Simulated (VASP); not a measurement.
# BN (Pm) in VASP: a series of runs

BN is run at these levels: r2SCAN; tasks: single point.

Everything below comes from runs of VASP 6.6.1. Logs are shortened: lines on timing, memory, paths and dates and some standing lists are left out, and cuts for length are marked.

### Step 1. The cell of the first run

The structure is monoclinic, space group Pm (No. 6). Conventional cell: a = 2.501 Å, b = 6.874 Å, c = 2.501 Å, α = 90.00°, β = 120.00°, γ = 90.00°. B (site symmetry m) has 3 N at 1.42 to 1.48 Å within 1.9 Å. B (site symmetry m) has 3 N at 1.41 to 1.47 Å within 1.9 Å. Within 1.9 Å of N (site symmetry m) lie 3 B at 1.41 to 1.47 Å. N (site symmetry m) has 3 B at 1.42 to 1.48 Å within 1.9 Å.

### Step 2. Single point, r2SCAN (all B atoms moved +0.037 Å, as atom 1 along Cartesian [1 1 0])

Contents of POSCAR:

```
BN
1.0
    2.5009753125      0.0000000000      0.0000000000
   -1.2504876563      2.1659081548      0.0000000000
    0.0000000000      0.0000000000      6.8741616654
B N
2 2
Direct
    0.3500571350      0.6789093392      0.2500000000
    0.6833904684      0.3455760059      0.7500000000
    0.3333333333      0.6666666667      0.7500000000
    0.6666666667      0.3333333333      0.2500000000
```

Contents of INCAR.step1:

```
SYSTEM = BN
PREC = Accurate
ENCUT = 520
ISMEAR = 0
SIGMA = 0.05
LREAL = .FALSE.
LASPH = .TRUE.
NELM = 100
NBANDS = 16
GGA = PE
ALGO = Normal
EDIFF = 1E-4
LWAVE = .TRUE.
LCHARG = .FALSE.
```

Contents of INCAR.step2:

```
SYSTEM = BN
PREC = Accurate
ENCUT = 520
EDIFF = 1E-6
ISMEAR = 0
SIGMA = 0.05
LREAL = .FALSE.
LASPH = .TRUE.
NELM = 100
ALGO = Normal
ISIF = 2
LWAVE = .FALSE.
LCHARG = .FALSE.
METAGGA = R2SCAN
LMIXTAU = .TRUE.
NBANDS = 16
ISTART = 1
```

Contents of KPOINTS:

```
Automatic mesh
0
G
  12 12 4
  0 0 0
```

Potentials or basis: VASP PAW PBE potentials, release 64 (B, N).

Launch:

```console
$ cat potpaw_PBE.64/B/POTCAR potpaw_PBE.64/N/POTCAR > POTCAR
$ cp INCAR.step1 INCAR
$ mpirun -np 1 vasp_std > vasp.out
$ cp INCAR.step2 INCAR
$ mpirun -np 1 vasp_std > vasp.out
```

OUTCAR:

```text
SYSTEM = BN
   PREC = Accurate
   ENCUT = 520
   EDIFF = 1E-6
   ISMEAR = 0
   LREAL = .FALSE.
   LASPH = .TRUE.
   NELM = 100
   ISIF = 2
   METAGGA = R2SCAN
   ISTART = 1

 ion  position               nearest neighbor table
   1  0.350  0.679  0.250-   4 1.42   4 1.43   4 1.48
   2  0.683  0.346  0.750-   3 1.41   3 1.45   3 1.47
   3  0.333  0.667  0.750-   2 1.41   2 1.45   2 1.47
   4  0.667  0.333  0.250-   1 1.42   1 1.43   1 1.48

  LATTYP: Found a hexagonal cell.
 ALAT       =     2.5009753125
 C/A-ratio  =     2.7485923716

  Lattice vectors:

 A1 = (   2.5009753125,   0.0000000000,   0.0000000000)
 A2 = (  -1.2504876563,   2.1659081548,   0.0000000000)
 A3 = (   0.0000000000,   0.0000000000,   6.8741616654)

Analysis of symmetry for initial positions (statically):
=====================================================================
 Subroutine PRICEL returns:
 Original cell was already a primitive cell.

 Routine SETGRP: Setting up the symmetry group for a
 hexagonal supercell.

 Subroutine GETGRP returns: Found  2 space group operations
 (whereof  1 operations were pure point group operations)
 out of a pool of 24 trial point group operations.

The static configuration has the point symmetry C_1 .
 The point group associated with its full space group is C_1h.

Analysis of symmetry for dynamics (positions and initial velocities):
=====================================================================
 Subroutine PRICEL returns:
 Original cell was already a primitive cell.

 Routine SETGRP: Setting up the symmetry group for a
 hexagonal supercell.

 Subroutine GETGRP returns: Found  2 space group operations
 (whereof  1 operations were pure point group operations)
 out of a pool of 24 trial point group operations.

The dynamic configuration has the point symmetry C_1 .
 The point group associated with its full space group is C_1h.

 Subroutine INISYM returns: Found  2 space group operations
 (whereof  1 operations are pure point group operations),
 and found     1 'primitive' translations

----------------------------------------------------------------------------------------

                                     Primitive cell

  volume of cell :      37.2365

  direct lattice vectors                    reciprocal lattice vectors
     2.500975313  0.000000000  0.000000000     0.399844011  0.230850047  0.000000000
    -1.250487656  2.165908155  0.000000000     0.000000000  0.461700095  0.000000000
     0.000000000  0.000000000  6.874161665     0.000000000  0.000000000  0.145472284

  length of vectors
     2.500975313  2.500975312  6.874161665     0.461700095  0.461700095  0.145472284

  position of ions in fractional coordinates (direct lattice)
     0.350057135  0.678909339  0.250000000
     0.683390468  0.345576006  0.750000000
     0.333333333  0.666666667  0.750000000
     0.666666667  0.333333333  0.250000000

  ion indices of the primitive-cell ions
   primitive index   ion index
                 1           1
                 2           2
                 3           3
                 4           4

----------------------------------------------------------------------------------------

 KPOINTS: Automatic mesh

Automatic generation of k-mesh.
 Grid dimensions read from file:
 generate k-points for:   12   12    4

 Generating k-lattice:

  Cartesian coordinates                     Fractional coordinates (reciprocal lattice)
     0.033320334  0.019237504  0.000000000     0.083333333  0.000000000  0.000000000
     0.000000000  0.038475008  0.000000000     0.000000000  0.083333333  0.000000000
     0.000000000  0.000000000  0.036368071     0.000000000  0.000000000  0.250000000

  Length of vectors
     0.038475008  0.038475008  0.036368071

  Shift w.r.t. Gamma in fractional coordinates (k-lattice)
     0.000000000  0.000000000  0.000000000

 Subroutine IBZKPT returns following result:
 ===========================================

 Found    222 irreducible k-points:

 Following reciprocal coordinates:
            Coordinates               Weight
  0.000000  0.000000  0.000000      1.000000
  0.083333  0.000000  0.000000      2.000000
  0.000000  0.083333  0.000000      2.000000
 -0.083333  0.083333  0.000000      2.000000
  0.166667  0.000000  0.000000      2.000000
  0.000000  0.166667  0.000000      2.000000
[... 16 lines left out ...]
  0.166667  0.083333  0.000000      2.000000
 -0.083333  0.250000  0.000000      2.000000
 [... further k-points ...]
   k-points           NKPTS =    222   k-points in BZ     NKDIM =    222   number of bands    NBANDS=     16
   number of dos      NEDOS =    301   number of ions     NIONS =      4
   total plane-waves  NPLWV =  21600
   dimension x,y,z NGX =    20 NGY =   20 NGZ =   54
   dimension x,y,z NGXF=    40 NGYF=   40 NGZF=  108
   ions per type =               2   2
   NGX,Y,Z   is equivalent  to a cutoff of  13.29, 13.29, 13.06 a.u.
   NGXF,Y,Z  is equivalent  to a cutoff of  26.59, 26.59, 26.12 a.u.
 SYSTEM =  BN
   PREC   = accura    normal or accurate (medium, high low for compatibility)
   ISTART =      1    job   : 0-new  1-cont  2-samecut
   ICHARG =      0    charge: 1-file 2-atom 10-const
   ISPIN  =      1    spin polarized calculation?
   LNONCOLLINEAR =      F non collinear calculations
   LSORBIT =      F    spin-orbit coupling
   LASPH  =      T    aspherical Exc in radial PAW
   ENCUT  =  520.0 eV  38.22 Ry    6.18 a.u.   4.65  4.65 12.78*2*pi/ulx,y,z
   NELM   =    100;   NELMIN=  2; NELMDL=  0     # of ELM steps
   EDIFF  = 0.1E-05   stopping-criterion for ELM
   LREAL  =      F    real-space projection
[... 7 lines left out ...]
   TEBEG  =    0.0;   TEEND  =   0.0 temperature during run
   PSTRESS=    0.0 pullay stress
   NELECT =      16.0000    total number of electrons
   NUPDOWN=      -1.0000    fix difference up-down
   EMIN   =  10.00;   EMAX   =-10.00  energy-range for DOS
   EFERMI =   0.00;   METHOD = LEGACY
   ISMEAR =     0;   SIGMA  =   0.05  broadening in eV -4-tet -1-fermi 0-gaus
   EFERMI_NEDOS =   21; number of points for ismear=-14 and -15
   IALGO  =     38    algorithm
   IMIX   =      4    mixing-type and parameters
     AMIX     =   0.40;   BMIX     =  1.00
     AMIX_MAG =   1.60;   BMIX_MAG =  1.00
  volume/ion in A,a.u.               =       9.31        62.82
  Fermi-wavevector in a.u.,A,eV,Ry     =   1.235355  2.334482 20.763877  1.526102
  Thomas-Fermi vector in A             =   2.370008
   LORBIT       =      0    0 simple, 1 ext, 2 COOP (PROOUT), +10 PAW based schemes
   METAGGA = R2SCAN    functional components
   LHFCALC =     F    Hartree Fock is set to
   AEXX    =    0.0000 exact exchange contribution
   IVDW    =     0    specifies the selected vdW correction
   LEPSILON=     F    determine dielectric tensor
   LRPA    =     F    only Hartree local field effects (RPA)
 non-spin polarized calculation
 Gauss-broadening in eV      SIGMA  =   0.05
  energy-cutoff  :      520.00
  volume of cell :       37.24
 maximum number of plane-waves:      1034
   NGX =  9   NGY =  9   NGZ = 25

 number of electron      16.0000000 magnetization

 Free energy of the ion-electron system (eV)
  ---------------------------------------------------
  ext. energy  EPLUGINS =         0.00000000
  ---------------------------------------------------
  free energy    TOTEN  =       -38.53733624 eV

  energy without entropy =      -38.53733624  energy(sigma->0) =      -38.53733624

 E-fermi :   1.9706     XC(G=0): -10.5110

 val. band max:        1.7421452655   @ k =   0.3333   0.3333   0.5000
 cond. band min:       6.6326720636   @ k =   0.5000   0.0000   0.0000
 fundamental gap:      4.8905267981
 Fermi energy:         1.9705859649

 k-point     1 :       0.0000    0.0000    0.0000
  band No.  band energies     occupation
      1     -17.0334      2.00000
      2     -16.8118      2.00000
      3      -4.5003      2.00000
      4      -2.6552      2.00000
      5      -0.0431      2.00000
      6      -0.0382      2.00000
[... 8 lines left out ...]
     15      14.9222      0.00000
     16      16.0669      0.00000

 k-point     2 :       0.0833    0.0000    0.0000
  band No.  band energies     occupation
      1     -16.8920      2.00000
      2     -16.6739      2.00000
      3      -4.3063      2.00000
      4      -2.4781      2.00000
      5      -0.5786      2.00000
      6      -0.2964      2.00000
[... 8 lines left out ...]
     15      15.3876      0.00000
     16      15.5201      0.00000

 k-point     3 :       0.0000    0.0833    0.0000
  band No.  band energies     occupation
      1     -16.8921      2.00000
      2     -16.6740      2.00000
      3      -4.3062      2.00000
      4      -2.4780      2.00000
      5      -0.5598      2.00000
      6      -0.3563      2.00000
[... 8 lines left out ...]
     15      15.4366      0.00000
     16      15.5198      0.00000

 k-point     4 :      -0.0833    0.0833    0.0000
  band No.  band energies     occupation
      1     -16.8921      2.00000
      2     -16.6740      2.00000
      3      -4.3062      2.00000
      4      -2.4780      2.00000
      5      -0.5139      2.00000
      6      -0.4397      2.00000
[... 8 lines left out ...]
     15      15.4215      0.00000
     16      15.5196      0.00000
[... 324 lines left out ...]
 k-point    22 :      -0.1667    0.0833    0.0000
  band No.  band energies     occupation
      1     -16.6133      2.00000
      2     -16.4023      2.00000
      3      -3.9218      2.00000
      4      -2.1289      2.00000
      5      -1.4420      2.00000
      6      -1.0983      2.00000
[... 8 lines left out ...]
     15      15.9254      0.00000
     16      16.7038      0.00000

 k-point    23 :       0.1667    0.0833    0.0000
  band No.  band energies     occupation
      1     -16.0733      2.00000
      2     -15.8768      2.00000
      3      -3.1697      2.00000
      4      -2.9131      2.00000
      5      -2.5645      2.00000
      6      -1.4550      2.00000
[... 8 lines left out ...]
     15      17.2061      0.00000
     16      17.6205      0.00000

 k-point    24 :      -0.0833    0.2500    0.0000
  band No.  band energies     occupation
      1     -16.0742      2.00000
      2     -15.8768      2.00000
      3      -3.1694      2.00000
      4      -2.9663      2.00000
      5      -2.5189      2.00000
      6      -1.4626      2.00000
[... 8 lines left out ...]
     15      17.2437      0.00000
     16      17.6175      0.00000

 [... further k-points ...]

------------------------ aborting loop because EDIFF is reached ----------------------------------------

  FORCE on cell =-STRESS in cart. coord.  units (eV):
  Direction    XX          YY          ZZ          XY          YZ          ZX
  --------------------------------------------------------------------------------------
  -------------------------------------------------------------------------------------
  Total        0.3371675      0.3364991     -0.0578264      0.0496311      0.0000000      0.0000000
  in kB       14.5073152     14.4785569     -2.4880975      2.1354794      0.0000000      0.0000000
  external PRESSURE =       8.8325915 kB  Pullay stress =       0.0000000 kB

 VOLUME and BASIS-vectors are now :
 -----------------------------------------------------------------------------
  energy-cutoff  :      520.00
  volume of cell :       37.24
      direct lattice vectors                 reciprocal lattice vectors
     2.500975313  0.000000000  0.000000000     0.399844011  0.230850047  0.000000000
    -1.250487656  2.165908155  0.000000000     0.000000000  0.461700095  0.000000000
     0.000000000  0.000000000  6.874161665     0.000000000  0.000000000  0.145472284

 POSITION                                       TOTAL-FORCE (eV/Angst)
 -----------------------------------------------------------------------------------
      0.02652      1.47046      1.71854        -1.017587     -1.109278      0.000000
      1.27700      0.74849      5.15562        -1.201256     -1.109533      0.000000
     -0.00000      1.44394      5.15562         1.201708      1.109481      0.000000
      1.25049      0.72197      1.71854         1.017136      1.109330      0.000000
 -----------------------------------------------------------------------------------
    total drift:                                0.000013      0.000005     -0.000000

  FREE ENERGIE OF THE ION-ELECTRON SYSTEM (eV)
  ---------------------------------------------------
  free  energy   TOTEN  =       -38.5373362426 eV

  energy  without entropy=      -38.5373362426  energy(sigma->0) =      -38.53733624
```

It took 11 min on 1 thread of Intel Xeon 8259CL, shared host; peak memory 0.24 GiB.

What came out:

```yaml
Free_energy: -38.5373 eV
Pressure: 0.9 GPa
Largest_force: 1.636 eV/Å
Band_gap_on_the_k_mesh: 4.89 eV (least direct gap 5.37 eV)
```

Forces in eV/Å, atoms in the order of the input:
```
B   -1.018 -1.109  0.000
B   -1.201 -1.110  0.000
N    1.202  1.109  0.000
N    1.017  1.109  0.000
```

Levels at points of the mesh, in eV from the valence-band top:
| k point | band 5 | band 6 | band 7 | band 8 | band 9 | band 10 | band 11 | band 12 |
| --- | --- | --- | --- | --- | --- | --- | --- | --- |
| (0.00, 0.00, 0.00) | -1.79 | -1.78 | -0.87 | -0.87 | 5.41 | 10.62 | 11.79 | 11.82 |
| (0.50, 0.00, 0.00) | -4.50 | -4.02 | -1.36 | -0.49 | 4.89 | 6.27 | 10.21 | 10.75 |
| (0.00, 0.50, 0.00) | -4.42 | -4.07 | -1.35 | -0.50 | 4.91 | 6.24 | 10.19 | 10.71 |
| (0.50, 0.50, 0.00) | -4.30 | -4.17 | -1.35 | -0.50 | 4.93 | 6.21 | 10.18 | 10.68 |
| (0.00, 0.00, 0.50) | -1.79 | -1.78 | -0.87 | -0.87 | 7.71 | 7.71 | 11.81 | 11.82 |
| (0.50, 0.00, 0.50) | -4.50 | -4.03 | -1.05 | -0.78 | 5.11 | 5.65 | 10.59 | 10.72 |
| (0.00, 0.50, 0.50) | -4.42 | -4.08 | -1.01 | -0.82 | 5.18 | 5.58 | 10.58 | 10.67 |
| (0.50, 0.50, 0.50) | -4.30 | -4.17 | -0.95 | -0.88 | 5.30 | 5.45 | 10.58 | 10.62 |

Caveat: the cell differs from its parent crystal (all B atoms moved +0.037 Å, as atom 1 along Cartesian [1 1 0]); the PAW data sets were made with another functional, which shifts forces and pressure a little. A k mesh can miss the band edges.

[end of part 1 of 2]
